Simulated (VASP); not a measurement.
# Al3GaAs4 (I-42m) in VASP: a series of runs

The runs below take Al3GaAs4 through single point, with PBE.

Everything below comes from runs of VASP 6.6.1. Logs are shortened: lines on timing, memory, paths and dates and some standing lists are left out, and cuts for length are marked.

**1. The cell of the first run**

It takes space group I-42m (No. 121, tetragonal). Conventional cell: a = 5.733 Å, b = 5.733 Å, c = 11.466 Å, α = 90.00°, β = 90.00°, γ = 90.00°. Al (site symmetry -42m) has 4 As at 2.48 Å within 3.3 Å. Within 3.3 Å of Al (site symmetry -4) lie 4 As at 2.48 Å. Ga (site symmetry -42m) has 4 As at 2.49 Å within 3.3 Å. Within 3.3 Å of As (site symmetry m) lie 3 Al at 2.48 Å and 1 Ga at 2.49 Å.

**2. Single point, PBE**

Input file INCAR:

```
  ALGO = Normal
  EDIFF = 1E-7
  ENCUT = 520
  GGA = PE
  ISIF = 2
  ISMEAR = 0
  LASPH = T
  LCHARG = T
  LELF = T
  LREAL = F
  LVHAR = T
  LWAVE = F
  NBANDS = 31
  NELM = 80
  PREC = Accurate
  SIGMA = 0.1
```

Input file KPOINTS:

```
k-points
0
Gamma
  4 4 4
```

Input file POSCAR:

```
Al3GaAs4
1.0
   -2.8664042000      2.8664042000      5.7332375000
    2.8664042000     -2.8664042000      5.7332375000
    2.8664042000      2.8664042000     -5.7332375000
Al Ga As
3 1 4
Direct
    0.0000000000      0.0000000000      0.0000000000
    0.2500000000      0.7500000000      0.5000000000
    0.7500000000      0.2500000000      0.5000000000
    0.5000000000      0.5000000000      0.0000000000
    0.1238170000      0.1238170000      0.4985030000
    0.3746860000      0.8761830000      0.0000000000
    0.6253140000      0.6253140000      0.5014970000
    0.8761830000      0.3746860000      0.0000000000
```

Potentials or basis: VASP PAW PBE potentials, release 64 (Al, Ga_d, As).

Launch:

```sh
cat potpaw_PBE.64/Al/POTCAR potpaw_PBE.64/Ga_d/POTCAR potpaw_PBE.64/As/POTCAR > POTCAR
mpirun -np 1 vasp_std > vasp.out
```

OUTCAR:

```text
EDIFF = 1E-7
   ENCUT = 520
   GGA = PE
   ISIF = 2
   ISMEAR = 0
   LASPH = T
   LREAL = F
   NELM = 80
   PREC = Accurate

 ion  position               nearest neighbor table
   1  0.000  0.000  0.000-   5 2.48   6 2.48   7 2.48   8 2.48
   2  0.250  0.750  0.500-   5 2.48   6 2.48   7 2.48   8 2.48
   3  0.750  0.250  0.500-   5 2.48   7 2.48   8 2.48   6 2.48
   4  0.500  0.500  0.000-   6 2.49   8 2.49   5 2.49   7 2.49
   5  0.124  0.124  0.499-   2 2.48   3 2.48   1 2.48   4 2.49
   6  0.375  0.876  0.000-   3 2.48   2 2.48   1 2.48   4 2.49
   7  0.625  0.625  0.501-   2 2.48   3 2.48   1 2.48   4 2.49
   8  0.876  0.375  0.000-   2 2.48   3 2.48   1 2.48   4 2.49

  LATTYP: Found a body centered tetragonal cell.
 ALAT       =     5.7328084000
 C/A-ratio  =     2.0001496998

  Lattice vectors:

 A1 = (  -2.8664042000,   2.8664042000,   5.7332375000)
 A2 = (   2.8664042000,  -2.8664042000,   5.7332375000)
 A3 = (   2.8664042000,   2.8664042000,  -5.7332375000)

Analysis of symmetry for initial positions (statically):
=====================================================================
 Subroutine PRICEL returns:
 Original cell was already a primitive cell.

 Routine SETGRP: Setting up the symmetry group for a
 body centered tetragonal supercell.

 Subroutine GETGRP returns: Found  8 space group operations
 (whereof  8 operations were pure point group operations)
 out of a pool of 16 trial point group operations.

The static configuration has the point symmetry D_2d.

Analysis of symmetry for dynamics (positions and initial velocities):
=====================================================================
 Subroutine PRICEL returns:
 Original cell was already a primitive cell.

 Routine SETGRP: Setting up the symmetry group for a
 body centered tetragonal supercell.

 Subroutine GETGRP returns: Found  8 space group operations
 (whereof  8 operations were pure point group operations)
 out of a pool of 16 trial point group operations.

The dynamic configuration has the point symmetry D_2d.

 Subroutine INISYM returns: Found  8 space group operations
 (whereof  8 operations are pure point group operations),
 and found     1 'primitive' translations

----------------------------------------------------------------------------------------

                                     Primitive cell

  volume of cell :     188.4234

  direct lattice vectors                    reciprocal lattice vectors
    -2.866404200  2.866404200  5.733237500     0.000000000  0.174434576  0.087210760
     2.866404200 -2.866404200  5.733237500     0.174434576  0.000000000  0.087210760
     2.866404200  2.866404200 -5.733237500     0.174434576  0.174434576  0.000000000

  length of vectors
     7.021578050  7.021578050  7.021578050     0.195020865  0.195020865  0.246687742

  position of ions in fractional coordinates (direct lattice)
     0.000000000  0.000000000  0.000000000
     0.250000000  0.750000000  0.500000000
     0.750000000  0.250000000  0.500000000
     0.500000000  0.500000000  0.000000000
     0.123817000  0.123817000  0.498503000
     0.374686000  0.876183000  0.000000000
     0.625314000  0.625314000  0.501497000
     0.876183000  0.374686000  0.000000000

  ion indices of the primitive-cell ions
   primitive index   ion index
                 1           1
                 2           2
                 3           3
                 4           4
                 5           5
                 6           6
                 7           7
                 8           8

----------------------------------------------------------------------------------------

 KPOINTS: k-points

Automatic generation of k-mesh.
 Grid dimensions read from file:
 generate k-points for:    4    4    4

 Generating k-lattice:

  Cartesian coordinates                     Fractional coordinates (reciprocal lattice)
     0.000000000  0.043608644  0.021802690     0.250000000  0.000000000  0.000000000
     0.043608644  0.000000000  0.021802690     0.000000000  0.250000000  0.000000000
     0.043608644  0.043608644  0.000000000     0.000000000  0.000000000  0.250000000

  Length of vectors
     0.048755216  0.048755216  0.061671936

  Shift w.r.t. Gamma in fractional coordinates (k-lattice)
     0.000000000  0.000000000  0.000000000

 Subroutine IBZKPT returns following result:
 ===========================================

 Found     13 irreducible k-points:

 Following reciprocal coordinates:
            Coordinates               Weight
  0.000000  0.000000  0.000000      1.000000
  0.250000  0.000000  0.000000      8.000000
  0.500000  0.000000  0.000000      4.000000
  0.250000  0.250000  0.000000      8.000000
  0.500000  0.250000  0.000000     16.000000
 -0.250000  0.250000  0.000000      4.000000
  0.500000  0.500000  0.000000      2.000000
  0.250000  0.250000  0.250000      2.000000
 -0.250000  0.250000  0.250000      4.000000
  0.500000  0.500000  0.250000      4.000000
 -0.250000  0.500000  0.250000      8.000000
 -0.250000 -0.250000  0.250000      2.000000
  0.500000  0.500000  0.500000      1.000000
   k-points           NKPTS =     13   k-points in BZ     NKDIM =     13   number of bands    NBANDS=     31
   number of dos      NEDOS =    301   number of ions     NIONS =      8
   total plane-waves  NPLWV = 157464
   dimension x,y,z NGX =    54 NGY =   54 NGZ =   54
   dimension x,y,z NGXF=   108 NGYF=  108 NGZF=  108
   ions per type =               3   1   4
   NGX,Y,Z   is equivalent  to a cutoff of  12.79, 12.79, 12.79 a.u.
   NGXF,Y,Z  is equivalent  to a cutoff of  25.57, 25.57, 25.57 a.u.
 SYSTEM =  unknown system
   PREC   = accura    normal or accurate (medium, high low for compatibility)
   ISTART =      0    job   : 0-new  1-cont  2-samecut
   ICHARG =      2    charge: 1-file 2-atom 10-const
   ISPIN  =      1    spin polarized calculation?
   LNONCOLLINEAR =      F non collinear calculations
   LSORBIT =      F    spin-orbit coupling
   LASPH  =      T    aspherical Exc in radial PAW
   ENCUT  =  520.0 eV  38.22 Ry    6.18 a.u.  13.06 13.06 13.06*2*pi/ulx,y,z
   NELM   =     80;   NELMIN=  2; NELMDL= -5     # of ELM steps
   EDIFF  = 0.1E-06   stopping-criterion for ELM
   LREAL  =      F    real-space projection
   EDIFFG = 0.1E-05   stopping-criterion for IOM
   NSW    =      0    number of steps for IOM
   IBRION =     -1    ionic relax: 0-MD 1-quasi-New 2-CG
   NFREE  =      0    steps in history (QN), initial steepest desc. (CG)
   ISIF   =      2    stress and relaxation
   ISYM   =      2    0-nonsym 1-usesym 2-fastsym
   POTIM  = 0.5000    time-step for ionic-motion
   TEBEG  =    0.0;   TEEND  =   0.0 temperature during run
   PSTRESS=    0.0 pullay stress
   NELECT =      42.0000    total number of electrons
   NUPDOWN=      -1.0000    fix difference up-down
   EMIN   =  10.00;   EMAX   =-10.00  energy-range for DOS
   EFERMI =   0.00;   METHOD = LEGACY
   ISMEAR =     0;   SIGMA  =   0.10  broadening in eV -4-tet -1-fermi 0-gaus
   EFERMI_NEDOS =   21; number of points for ismear=-14 and -15
   IALGO  =     38    algorithm
   IMIX   =      4    mixing-type and parameters
     AMIX     =   0.40;   BMIX     =  1.00
     AMIX_MAG =   1.60;   BMIX_MAG =  1.00
  volume/ion in A,a.u.               =      23.55       158.94
  Fermi-wavevector in a.u.,A,eV,Ry     =   0.992612  1.875765 13.405538  0.985279
  Thomas-Fermi vector in A             =   2.124436
   LORBIT       =      0    0 simple, 1 ext, 2 COOP (PROOUT), +10 PAW based schemes
   GGA     = PE    functional components
   LHFCALC =     F    Hartree Fock is set to
   AEXX    =    0.0000 exact exchange contribution
   IVDW    =     0    specifies the selected vdW correction
   LEPSILON=     F    determine dielectric tensor
   LRPA    =     F    only Hartree local field effects (RPA)
 non-spin polarized calculation
 Gauss-broadening in eV      SIGMA  =   0.10
  energy-cutoff  :      520.00
  volume of cell :      188.42
 maximum number of plane-waves:      5109
 NGX is ok and might be reduce to    54

 number of electron      41.9999997 magnetization

 Free energy of the ion-electron system (eV)
  ---------------------------------------------------
  ext. energy  EPLUGINS =         0.00000000
  ---------------------------------------------------
  free energy    TOTEN  =       -36.41406102 eV

  energy without entropy =      -36.41406102  energy(sigma->0) =      -36.41406102

 E-fermi :   4.0386     XC(G=0):  -9.0214

 val. band max:        3.5586053756   @ k =   0.0000   0.0000   0.0000
 cond. band min:       4.8882110817   @ k =   0.0000   0.0000   0.0000
 fundamental gap:      1.3296057062
 Fermi energy:         4.0385554785

 k-point     1 :       0.0000    0.0000    0.0000
  band No.  band energies     occupation
      1     -10.9047      2.00000
      2     -10.9047      2.00000
      3     -10.9039      2.00000
      4     -10.8374      2.00000
      5     -10.8371      2.00000
      6      -8.2886      2.00000
[... 23 lines left out ...]
     30       8.6383      0.00000
     31       8.9250      0.00000

 k-point     2 :       0.2500    0.0000    0.0000
  band No.  band energies     occupation
      1     -10.9054      2.00000
      2     -10.9053      2.00000
      3     -10.9046      2.00000
      4     -10.8372      2.00000
      5     -10.8368      2.00000
      6      -8.0384      2.00000
[... 23 lines left out ...]
     30       8.6605      0.00000
     31       8.6891      0.00000

 k-point     3 :       0.5000    0.0000    0.0000
  band No.  band energies     occupation
      1     -10.9061      2.00000
      2     -10.9059      2.00000
      3     -10.9052      2.00000
      4     -10.8371      2.00000
      5     -10.8364      2.00000
      6      -7.4262      2.00000
[... 329 lines left out ...]
     30       8.4657      0.00000
     31       8.4657      0.00000

 k-point    13 :       0.5000    0.5000    0.5000
  band No.  band energies     occupation
      1     -10.9057      2.00000
      2     -10.9041      2.00000
      3     -10.9041      2.00000
      4     -10.8375      2.00000
      5     -10.8370      2.00000
      6      -7.5802      2.00000
[... 23 lines left out ...]
     30      10.0616      0.00000
     31      10.0636      0.00000

------------------------ aborting loop because EDIFF is reached ----------------------------------------

  FORCE on cell =-STRESS in cart. coord.  units (eV):
  Direction    XX          YY          ZZ          XY          YZ          ZX
  --------------------------------------------------------------------------------------
  -------------------------------------------------------------------------------------
  Total        0.1757066      0.1757066      0.1543236      0.0000000     -0.0000000      0.0000000
  in kB        1.4940461      1.4940461      1.3122243      0.0000000     -0.0000000      0.0000000
  external PRESSURE =       1.4334388 kB  Pullay stress =       0.0000000 kB

 VOLUME and BASIS-vectors are now :
 -----------------------------------------------------------------------------
  energy-cutoff  :      520.00
  volume of cell :      188.42
      direct lattice vectors                 reciprocal lattice vectors
    -2.866404200  2.866404200  5.733237500     0.000000000  0.174434576  0.087210760
     2.866404200 -2.866404200  5.733237500     0.174434576  0.000000000  0.087210760
     2.866404200  2.866404200 -5.733237500     0.174434576  0.174434576  0.000000000

 POSITION                                       TOTAL-FORCE (eV/Angst)
 -----------------------------------------------------------------------------------
      0.00000      0.00000      0.00000        -0.000000      0.000000      0.000000
      2.86640      0.00000      2.86662         0.000000      0.000000     -0.000000
      0.00000      2.86640      2.86662        -0.000000      0.000000      0.000000
      0.00000      0.00000      5.73324        -0.000000      0.000000      0.000000
      1.42891      1.42891     -1.43829        -0.001969     -0.001969     -0.001793
      1.43749     -1.43749      7.17153         0.001969     -0.001969      0.001793
      1.43749      1.43749      4.29495         0.001969      0.001969     -0.001793
     -1.43749      1.43749      7.17153        -0.001969      0.001969      0.001793
 -----------------------------------------------------------------------------------
    total drift:                               -0.000002     -0.000002      0.000001

  FREE ENERGIE OF THE ION-ELECTRON SYSTEM (eV)
  ---------------------------------------------------
  free  energy   TOTEN  =       -36.4140610206 eV

  energy  without entropy=      -36.4140610206  energy(sigma->0) =      -36.41406102
```

It took 5 min on 1 thread of Intel Xeon Platinum 8259CL at 2.50GHz (Skylake/Cascade Lake), shared host; peak memory 0.41 GiB.

What came out:

```
Free energy            : -36.4141 eV
Pressure               : 0.1 GPa
Largest force          : 0.003 eV/Å
Band gap on the k mesh : 1.33 eV, direct
```

Forces in eV/Å, atoms in the order of the input:
```
Al   0.000  0.000  0.000
Al   0.000  0.000  0.000
Al   0.000  0.000  0.000
Ga   0.000  0.000  0.000
As  -0.002 -0.002 -0.002
As   0.002 -0.002  0.002
As   0.002  0.002 -0.002
As  -0.002  0.002  0.002
```

**3. Single point, PBE**

This run uses another cell than the first one, of the same volume but with other edges.

Input file INCAR:

```
SYSTEM = Al3GaAs4
PREC = Accurate
ENCUT = 520
EDIFF = 1E-7
ISMEAR = 0
SIGMA = 0.1
LREAL = .False.
LASPH = .True.
NELM = 60
ALGO = Normal
ISIF = 2
LWAVE = .False.
LCHARG = .False.
GGA = PE
NBANDS = 31
```

Input file KPOINTS:

```
Automatic mesh
0
Gamma
  4 4 4
  0 0 0
```

Input file POSCAR:

```
Al3GaAs4
1.0
    5.7328084000      0.0000000000      0.0000000000
    0.0000000000      5.7328084000      0.0000000000
   -2.8664042000     -2.8664042000      5.7332375000
Al Ga As
3 1 4
Direct
    0.0000000000      0.0000000000      0.0000000000
    0.7500000000      0.2500000000      0.5000000000
    0.2500000000      0.7500000000      0.5000000000
    0.5000000000      0.5000000000      0.0000000000
    0.1238170000      0.1238170000      0.7491310000
    0.8761830000      0.3746860000      0.2508690000
    0.6253140000      0.6253140000      0.7491310000
    0.3746860000      0.8761830000      0.2508690000
```

Potentials or basis: VASP PAW PBE potentials, release 64 (Al, Ga_d, As).

Launch:

```sh
cat potpaw_PBE.64/Al/POTCAR potpaw_PBE.64/Ga_d/POTCAR potpaw_PBE.64/As/POTCAR > POTCAR
mpirun -np 1 vasp_std > vasp.out
```

Run time: 3 min. Hardware: 1 thread of Intel Xeon Platinum 8259CL at 2.50GHz (Skylake/Cascade Lake), shared host; peak memory 0.37 GiB.

It converged, with:

```yaml
Free_energy: -36.4141 eV
Pressure: 0.1 GPa
Largest_force: 0.003 eV/Å
Band_gap_on_the_k_mesh: 1.33 eV, direct
```

Forces on the atoms (eV/Å):
```
Al   0.000  0.000  0.000
Al   0.000  0.000  0.000
Al   0.000  0.000  0.000
Ga   0.000  0.000  0.000
As  -0.002 -0.002 -0.002
As   0.002 -0.002  0.002
As   0.002  0.002 -0.002
As  -0.002  0.002  0.002
```

Levels at points of the mesh, in eV from the valence-band top:
```tsv
k point	band 18	band 19	band 20	band 21	band 22	band 23	band 24	band 25
(0.00, 0.00, 0.00)	-2.19	-0.01	0.00	0.00	1.33	1.53	2.16	4.09
(0.50, 0.00, 0.00)	-1.90	-1.89	-1.04	-0.97	3.08	3.52	3.58	3.63
(0.50, 0.50, 0.00)	-0.88	-0.86	-0.84	-0.83	1.40	1.97	3.19	3.23
(0.00, 0.00, 0.50)	-1.40	-1.40	-1.31	-1.31	1.52	1.52	1.70	2.38
```

A k mesh can miss the band edges. PBE gaps usually lie below the measured ones, often by a third to a half.
